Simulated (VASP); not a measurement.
# La (Im-3m) in VASP: notebook

La is run at these levels: PBEsol; tasks: single point.

All numbers are computed with VASP 6.6.1; they aren't measurements. Logs are shortened: lines on timing, memory, paths and dates and some standing lists are left out, and cuts for length are marked.

## 1. The cell of the first run

It takes space group Im-3m (No. 229, cubic). Conventional cell: a = 3.636 Å, b = 3.636 Å, c = 3.636 Å, α = 90.00°, β = 90.00°, γ = 90.00°. La (site symmetry m-3m) has 14 La at 3.15 to 3.64 Å within 4.1 Å.

## 2. Single point, PBEsol

Input file INCAR:

```
PREC     = Accurate       # precision mode
ENCUT    = 520            # plane-wave cutoff, eV
EDIFF    = 1E-7           # SCF threshold, eV
ISMEAR   = -1             # smearing method
SIGMA    = 0.08           # smearing width, eV
LREAL    = False          # projectors in reciprocal space
LASPH    = True           # aspherical terms in the spheres
NELM     = 60             # most SCF steps
ALGO     = Normal         # electronic algorithm
ISIF     = 2              # what is computed and relaxed
LWAVE    = False          # write WAVECAR
LCHARG   = False          # write CHGCAR
GGA      = PS             # functional
NBANDS   = 12             # bands
```

Input file KPOINTS:

```
Automatic mesh
0
Gamma
  15 15 15
```

Input file POSCAR:

```
La
1.0
   -1.8178326583      1.8178326583      1.8178326583
    1.8178326583     -1.8178326583      1.8178326583
    1.8178326583      1.8178326583     -1.8178326583
La
1
Direct
    0.0000000000      0.0000000000      0.0000000000
```

Potentials or basis: VASP PAW PBE potentials, release 64 (La).

The run is started by

```bash
$ cat potpaw_PBE.64/La/POTCAR > POTCAR
$ mpirun -np 1 vasp_std > vasp.out
```

OUTCAR:

```text
PREC = Accurate
   ENCUT = 520
   EDIFF = 1E-7
   ISMEAR = -1
   LREAL = False
   LASPH = True
   NELM = 60
   ISIF = 2
   GGA = PS

 ion  position               nearest neighbor table
   1  0.000  0.000  0.000-

  LATTYP: Found a body centered cubic cell.
 ALAT       =     3.6356653166

  Lattice vectors:

 A1 = (  -1.8178326583,   1.8178326583,   1.8178326583)
 A2 = (   1.8178326583,  -1.8178326583,   1.8178326583)
 A3 = (   1.8178326583,   1.8178326583,  -1.8178326583)

Analysis of symmetry for initial positions (statically):
=====================================================================
 Subroutine PRICEL returns:
 Original cell was already a primitive cell.

 Routine SETGRP: Setting up the symmetry group for a
 body centered cubic supercell.

 Subroutine GETGRP returns: Found 48 space group operations
 (whereof 48 operations were pure point group operations)
 out of a pool of 48 trial point group operations.

The static configuration has the point symmetry O_h .

Analysis of symmetry for dynamics (positions and initial velocities):
=====================================================================
 Subroutine PRICEL returns:
 Original cell was already a primitive cell.

 Routine SETGRP: Setting up the symmetry group for a
 body centered cubic supercell.

 Subroutine GETGRP returns: Found 48 space group operations
 (whereof 48 operations were pure point group operations)
 out of a pool of 48 trial point group operations.

The dynamic configuration has the point symmetry O_h .

 Subroutine INISYM returns: Found 48 space group operations
 (whereof 48 operations are pure point group operations),
 and found     1 'primitive' translations

----------------------------------------------------------------------------------------

                                     Primitive cell

  volume of cell :      24.0282

  direct lattice vectors                    reciprocal lattice vectors
    -1.817832658  1.817832658  1.817832658     0.000000000  0.275052821  0.275052821
     1.817832658 -1.817832658  1.817832658     0.275052821  0.000000000  0.275052821
     1.817832658  1.817832658 -1.817832658     0.275052821  0.275052821  0.000000000

  length of vectors
     3.148578524  3.148578524  3.148578524     0.388983429  0.388983429  0.388983429

  position of ions in fractional coordinates (direct lattice)
     0.000000000  0.000000000  0.000000000

  ion indices of the primitive-cell ions
   primitive index   ion index
                 1           1

----------------------------------------------------------------------------------------

 KPOINTS: Automatic mesh

Automatic generation of k-mesh.
 Grid dimensions read from file:
 generate k-points for:   15   15   15

 Generating k-lattice:

  Cartesian coordinates                     Fractional coordinates (reciprocal lattice)
     0.000000000  0.018336855  0.018336855     0.066666667  0.000000000  0.000000000
     0.018336855  0.000000000  0.018336855     0.000000000  0.066666667  0.000000000
     0.018336855  0.018336855  0.000000000     0.000000000  0.000000000  0.066666667

  Length of vectors
     0.025932229  0.025932229  0.025932229

  Shift w.r.t. Gamma in fractional coordinates (k-lattice)
     0.000000000  0.000000000  0.000000000

 Subroutine IBZKPT returns following result:
 ===========================================

 Found    120 irreducible k-points:

 Following reciprocal coordinates:
            Coordinates               Weight
  0.000000  0.000000  0.000000      1.000000
  0.066667  0.000000  0.000000     12.000000
  0.133333  0.000000  0.000000     12.000000
  0.200000  0.000000  0.000000     12.000000
  0.266667  0.000000  0.000000     12.000000
  0.333333  0.000000  0.000000     12.000000
[... 16 lines left out ...]
  0.333333  0.200000 -0.000000     48.000000
  0.400000  0.200000  0.000000     24.000000
 [... further k-points ...]
   k-points           NKPTS =    120   k-points in BZ     NKDIM =    120   number of bands    NBANDS=     12
   number of dos      NEDOS =    301   number of ions     NIONS =      1
   total plane-waves  NPLWV =  13824
   dimension x,y,z NGX =    24 NGY =   24 NGZ =   24
   dimension x,y,z NGXF=    48 NGYF=   48 NGZF=   48
   ions per type =               1
   NGX,Y,Z   is equivalent  to a cutoff of  12.67, 12.67, 12.67 a.u.
   NGXF,Y,Z  is equivalent  to a cutoff of  25.34, 25.34, 25.34 a.u.
 SYSTEM =  unknown system
   PREC   = accura    normal or accurate (medium, high low for compatibility)
   ISTART =      0    job   : 0-new  1-cont  2-samecut
   ICHARG =      2    charge: 1-file 2-atom 10-const
   ISPIN  =      1    spin polarized calculation?
   LNONCOLLINEAR =      F non collinear calculations
   LSORBIT =      F    spin-orbit coupling
   LASPH  =      T    aspherical Exc in radial PAW
   ENCUT  =  520.0 eV  38.22 Ry    6.18 a.u.   5.85  5.85  5.85*2*pi/ulx,y,z
   NELM   =     60;   NELMIN=  2; NELMDL= -5     # of ELM steps
   EDIFF  = 0.1E-06   stopping-criterion for ELM
   LREAL  =      F    real-space projection
   EDIFFG = 0.1E-05   stopping-criterion for IOM
   NSW    =      0    number of steps for IOM
   IBRION =     -1    ionic relax: 0-MD 1-quasi-New 2-CG
   NFREE  =      0    steps in history (QN), initial steepest desc. (CG)
   ISIF   =      2    stress and relaxation
   ISYM   =      2    0-nonsym 1-usesym 2-fastsym
   POTIM  = 0.5000    time-step for ionic-motion
   TEBEG  =    0.0;   TEEND  =   0.0 temperature during run
   PSTRESS=    0.0 pullay stress
   NELECT =      11.0000    total number of electrons
   NUPDOWN=      -1.0000    fix difference up-down
   EMIN   =  10.00;   EMAX   =-10.00  energy-range for DOS
   EFERMI =   0.00;   METHOD = LEGACY
   ISMEAR =    -1;   SIGMA  =   0.08  broadening in eV -4-tet -1-fermi 0-gaus
   EFERMI_NEDOS =   21; number of points for ismear=-14 and -15
   IALGO  =     38    algorithm
   IMIX   =      4    mixing-type and parameters
     AMIX     =   0.40;   BMIX     =  1.00
     AMIX_MAG =   1.60;   BMIX_MAG =  1.00
  volume/ion in A,a.u.               =      24.03       162.15
  Fermi-wavevector in a.u.,A,eV,Ry     =   1.261726  2.384317 21.659839  1.591953
  Thomas-Fermi vector in A             =   2.395171
   LORBIT       =      0    0 simple, 1 ext, 2 COOP (PROOUT), +10 PAW based schemes
   GGA     = PS    functional components
   LHFCALC =     F    Hartree Fock is set to
   AEXX    =    0.0000 exact exchange contribution
   IVDW    =     0    specifies the selected vdW correction
   LEPSILON=     F    determine dielectric tensor
   LRPA    =     F    only Hartree local field effects (RPA)
 non-spin polarized calculation
  energy-cutoff  :      520.00
  volume of cell :       24.03
 maximum number of plane-waves:       678
   NGX = 11   NGY = 11   NGZ = 11

 number of electron      10.9999999 magnetization

 Free energy of the ion-electron system (eV)
  ---------------------------------------------------
  ext. energy  EPLUGINS =         0.00000000
  ---------------------------------------------------
  free energy    TOTEN  =        -4.78714222 eV

  energy without entropy =       -4.74444751  energy(sigma->0) =       -4.76579487

 E-fermi :  12.6322     XC(G=0): -11.6148

 val. band max:       12.6312788260   @ k =   0.2667   0.1333   0.1333
 cond. band min:      12.6357398804   @ k =   0.2000   0.2000   0.1333
 fundamental gap:      0.0044610544
 Fermi energy:        12.6321627038

 k-point     1 :       0.0000    0.0000    0.0000
  band No.  band energies     occupation
      1     -20.1354      2.00000
      2      -1.3113      2.00000
      3      -1.3113      2.00000
      4      -1.3113      2.00000
      5      10.6920      2.00000
      6      14.5400      0.00000
      7      14.5400      0.00000
      8      14.5400      0.00000
      9      14.5896      0.00000
     10      14.5896      0.00000
     11      14.5896      0.00000
     12      16.3466      0.00000

 k-point     2 :       0.0667    0.0000    0.0000
  band No.  band energies     occupation
      1     -20.0974      2.00000
      2      -1.5468      2.00000
      3      -1.3774      2.00000
      4      -1.3171      2.00000
      5      10.9571      2.00000
      6      14.0453      0.00000
      7      14.0614      0.00000
      8      14.5230      0.00000
      9      14.7033      0.00000
     10      15.0002      0.00000
     11      15.0072      0.00000
     12      16.3007      0.00000

 k-point     3 :       0.1333    0.0000    0.0000
  band No.  band energies     occupation
      1     -19.9877      2.00000
      2      -2.1695      2.00000
      3      -1.5585      2.00000
      4      -1.3336      2.00000
      5      11.5372      2.00000
      6      13.5373      0.00002
      7      13.6053      0.00001
      8      14.4874      0.00000
      9      14.9609      0.00000
     10      15.3287      0.00000
     11      15.3640      0.00000
     12      16.2134      0.00000
[... 286 lines left out ...]
 k-point    23 :       0.3333    0.2000   -0.0000
  band No.  band energies     occupation
      1     -19.0926      2.00000
      2      -5.0627      2.00000
      3      -3.3446      2.00000
      4      -1.8430      2.00000
      5      11.3266      2.00000
      6      12.7607      0.33406
      7      14.6205      0.00000
      8      14.9672      0.00000
      9      15.4648      0.00000
     10      16.0117      0.00000
     11      16.1302      0.00000
     12      16.2887      0.00000

 k-point    24 :       0.4000    0.2000    0.0000
  band No.  band energies     occupation
      1     -19.0522      2.00000
      2      -5.1423      2.00000
      3      -3.4486      2.00000
      4      -1.8563      2.00000
      5      11.2614      2.00000
      6      12.8055      0.20564
      7      14.7525      0.00000
      8      14.8284      0.00000
      9      15.5377      0.00000
     10      16.0817      0.00000
     11      16.1475      0.00000
     12      16.2092      0.00000

 [... further k-points ...]
[... 5 lines left out ...]
  --------------------------------------------------------------------------------------
  -------------------------------------------------------------------------------------
  Total        2.5872187      2.5872187      2.5872187      0.0000000      0.0000000     -0.0000000
  in kB      172.5130809    172.5130809    172.5130809      0.0000000      0.0000000     -0.0000000
  external PRESSURE =     172.5130809 kB  Pullay stress =       0.0000000 kB

 VOLUME and BASIS-vectors are now :
 -----------------------------------------------------------------------------
  energy-cutoff  :      520.00
  volume of cell :       24.03
      direct lattice vectors                 reciprocal lattice vectors
    -1.817832658  1.817832658  1.817832658     0.000000000  0.275052821  0.275052821
     1.817832658 -1.817832658  1.817832658     0.275052821  0.000000000  0.275052821
     1.817832658  1.817832658 -1.817832658     0.275052821  0.275052821  0.000000000

 POSITION                                       TOTAL-FORCE (eV/Angst)
 -----------------------------------------------------------------------------------
      0.00000      0.00000      0.00000        -0.000000     -0.000000      0.000000
 -----------------------------------------------------------------------------------
    total drift:                                0.000000      0.000000     -0.000000

  FREE ENERGIE OF THE ION-ELECTRON SYSTEM (eV)
  ---------------------------------------------------
  free  energy   TOTEN  =        -4.7871422210 eV

  energy  without entropy=       -4.7444475149  energy(sigma->0) =       -4.76579487
```

It took 19 s on 1 thread of Intel Xeon 6975P-C (Granite Rapids), shared host; peak memory 0.17 GiB.

Results:

```
Free energy : -4.7871 eV
Pressure    : 17.3 GPa
```

Levels at points of the mesh, in eV from the Fermi level:
```csv
k point,band 2,band 3,band 4,band 5,band 6,band 7,band 8,band 9,band 10,band 11
"(0.00, 0.00, 0.00)",-13.94,-13.94,-13.94,-1.94,1.91,1.91,1.91,1.96,1.96,1.96
```

Caveat: the PAW data sets were made with another functional, which shifts forces and pressure a little; spin-orbit coupling is left out, which moves the levels of the heavy elements.

## 3. Single point, PBEsol

Input file INCAR:

```
SYSTEM = La
ALGO = Normal
EDIFF = 1E-7
ENCUT = 520
GGA = PS
ISIF = 2
ISMEAR = -1
LASPH = .True.
LCHARG = .False.
LREAL = .False.
LWAVE = .False.
NBANDS = 12
NELM = 60
PREC = Accurate
SIGMA = 0.08
```

Input file KPOINTS:

```
k-points
0
Gamma
  15 15 15
  0 0 0
```

Input file POSCAR:

```
La
1.0
   -1.8183429041      1.8183429041      1.8183429041
    1.8183429041     -1.8183429041      1.8183429041
    1.8183429041      1.8183429041     -1.8183429041
La
1
Direct
    0.0000000000      0.0000000000      0.0000000000
```

Potentials or basis: VASP PAW PBE potentials, release 64 (La).

The run is started by

```bash
$ cat potpaw_PBE.64/La/POTCAR > POTCAR
$ mpirun -np 1 vasp_std > vasp.out
```

OUTCAR:

```text
SYSTEM = La
   EDIFF = 1E-7
   ENCUT = 520
   GGA = PS
   ISIF = 2
   ISMEAR = -1
   LASPH = .True.
   LREAL = .False.
   NELM = 60
   PREC = Accurate

 ion  position               nearest neighbor table
   1  0.000  0.000  0.000-

  LATTYP: Found a body centered cubic cell.
 ALAT       =     3.6366858082

  Lattice vectors:

 A1 = (  -1.8183429041,   1.8183429041,   1.8183429041)
 A2 = (   1.8183429041,  -1.8183429041,   1.8183429041)
 A3 = (   1.8183429041,   1.8183429041,  -1.8183429041)

Analysis of symmetry for initial positions (statically):
=====================================================================
 Subroutine PRICEL returns:
 Original cell was already a primitive cell.

 Routine SETGRP: Setting up the symmetry group for a
 body centered cubic supercell.

 Subroutine GETGRP returns: Found 48 space group operations
 (whereof 48 operations were pure point group operations)
 out of a pool of 48 trial point group operations.

The static configuration has the point symmetry O_h .

Analysis of symmetry for dynamics (positions and initial velocities):
[... 158 lines left out ...]
 val. band max:       12.6191171331   @ k =   0.2667   0.1333   0.1333
 cond. band min:      12.6231740840   @ k =   0.2000   0.2000   0.1333
 fundamental gap:      0.0040569509
 Fermi energy:        12.6207130937

 k-point     1 :       0.0000    0.0000    0.0000
  band No.  band energies     occupation
      1     -20.1453      2.00000
      2      -1.3269      2.00000
      3      -1.3269      2.00000
      4      -1.3269      2.00000
      5      10.6755      2.00000
      6      14.5286      0.00000
      7      14.5286      0.00000
      8      14.5286      0.00000
      9      14.5773      0.00000
     10      14.5773      0.00000
     11      14.5773      0.00000
     12      16.3323      0.00000
[... 331 lines left out ...]
 k-point    24 :       0.4000    0.2000    0.0000
  band No.  band energies     occupation
      1     -19.0650      2.00000
      2      -5.1505      2.00000
      3      -3.4598      2.00000
      4      -1.8707      2.00000
      5      11.2507      2.00000
      6      12.7932      0.20757
      7      14.7398      0.00000
      8      14.8163      0.00000
      9      15.5242      0.00000
     10      16.0678      0.00000
     11      16.1335      0.00000
     12      16.1947      0.00000

 [... further k-points ...]
[... 5 lines left out ...]
  --------------------------------------------------------------------------------------
  -------------------------------------------------------------------------------------
  Total        2.5791098      2.5791098      2.5791098      0.0000000      0.0000000     -0.0000000
  in kB      171.8276537    171.8276537    171.8276537      0.0000000      0.0000000     -0.0000000
  external PRESSURE =     171.8276537 kB  Pullay stress =       0.0000000 kB

 VOLUME and BASIS-vectors are now :
 -----------------------------------------------------------------------------
  energy-cutoff  :      520.00
  volume of cell :       24.05
      direct lattice vectors                 reciprocal lattice vectors
    -1.818342904  1.818342904  1.818342904     0.000000000  0.274975638  0.274975638
     1.818342904 -1.818342904  1.818342904     0.274975638  0.000000000  0.274975638
     1.818342904  1.818342904 -1.818342904     0.274975638  0.274975638  0.000000000

 POSITION                                       TOTAL-FORCE (eV/Angst)
 -----------------------------------------------------------------------------------
      0.00000      0.00000      0.00000         0.000000      0.000000      0.000000
 -----------------------------------------------------------------------------------
    total drift:                                0.000000      0.000000      0.000000

  FREE ENERGIE OF THE ION-ELECTRON SYSTEM (eV)
  ---------------------------------------------------
  free  energy   TOTEN  =        -4.7893203529 eV

  energy  without entropy=       -4.7465784365  energy(sigma->0) =       -4.76794939
```

Run time: 16 s. Hardware: 1 thread of Intel Xeon 6975P-C (Granite Rapids), shared host; peak memory 0.18 GiB.

Results:

- Free energy: -4.7893 eV
- Pressure: 17.2 GPa

Caveat: the PAW data sets were made with another functional, which shifts forces and pressure a little; spin-orbit coupling is left out, which moves the levels of the heavy elements.
